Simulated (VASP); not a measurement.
Write the native input for VASP 6.6.1 that does the following.

| Quantity | Value |
| --- | --- |
| Task | single point |
| Functional | PBE |
| Potentials or basis | VASP PAW PBE potentials, release 64 (Sn_d, O) |
| Cutoff | 520 eV |
| k mesh | 6 × 6 × 8 |
| Occupations | gaussian, width 0.05 eV |
| Spin | no spin polarisation |
| Dipole correction | no |
| Further INCAR settings | ALGO = Normal; EDIFF = 1e-06; NBANDS = 35 |

The structure of SnO2 lies in POSCAR:

```
SnO2
1.0
    4.8840370816      0.0000000000      0.0000000000
    0.0000000000      4.8840509251      0.0000000000
    0.0000000000      0.0000000000      3.1624583641
Sn O
2 4
Direct
    0.5000000000      0.5000000000      0.5000000000
    0.0000000000      0.0000000000      0.0000000000
    0.3434840913      0.2697233079      0.0000000000
    0.8434840913      0.2302766921      0.5000000000
    0.1565159087      0.7697233079      0.5000000000
    0.6565159087      0.7302766921      0.0000000000
```

This cell differs from its parent crystal: atoms displaced along a vibrational mode, the cell strained.

One way to write it, as run:

INCAR

```
  PREC = Accurate
  ENCUT = 520
  EDIFF = 1E-6
  ISMEAR = 0
  SIGMA = 0.05
  LREAL = F
  LASPH = T
  NELM = 80
  ALGO = Normal
  ISIF = 2
  LWAVE = F
  LCHARG = F
  GGA = PE
  NBANDS = 35
```

KPOINTS

```
Automatic mesh
0
Gamma
  6 6 8
```

Potentials or basis: VASP PAW PBE potentials, release 64 (Sn_d, O).

Launch:

```console
$ cat potpaw_PBE.64/Sn_d/POTCAR potpaw_PBE.64/O/POTCAR > POTCAR
$ mpirun -np 1 vasp_std > vasp.out
```

It gave:

```
Pressure               : -0.3 GPa
Largest force          : 0.290 eV/Å
Band gap on the k mesh : 1.12 eV (least direct gap 1.21 eV)
```

Caveat: the cell differs from its parent crystal (atoms displaced along a vibrational mode, the cell strained); the stress differs along the axes, from -4 to 5 GPa; spin-orbit coupling is left out, which moves the levels of the heavy elements.

It took 5.8 min on 1 thread of AMD EPYC 7R13 (shared host), peak memory 0.29 GiB.
